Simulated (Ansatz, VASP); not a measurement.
**One calculation of Rh, two programs**

```
Rh
1.0
    -0.01902    1.89204    1.89204
     1.89204   -0.01902    1.89204
     1.89204    1.89204   -0.01902
Rh
1
Cartesian
  0.0000 0.0000 0.0000
```

Change from the starting cell: equal xy, yz and zx shear strains of -1 %, crystal datasets.

Alike in both runs: task electric field gradients; functional LDA; k mesh 16 × 16 × 16; occupations fermi-dirac, width 0.03 eV; no spin polarisation.

```csv
,VASP,Ansatz
version,VASP 6.6.1,Ansatz 0.2.0
potentials or method,"VASP PAW LDA potentials, release 64 (Rh_pv), cutoff 520 eV","all-electron PAW with datasets made for the crystal, scalar-relativistic"
```

Ansatz gave:

* pressure (GPa): -11.1
* traceless stress, the component that is largest in VASP (GPa): 1.95
* size of Vzz on the site where it differs most (V/Å²): 1.3

Question: Which values does VASP return?

Answer: Pressure (GPa): -10.3; traceless stress, the component that is largest in VASP (GPa): 1.96; size of Vzz on the site where it differs most (V/Å²): 2.8.

LDA's correlation is that of Perdew and Zunger in VASP and of Perdew and Wang (1992) in Ansatz. Ansatz ran all-electron here, and VASP with PAW potentials.
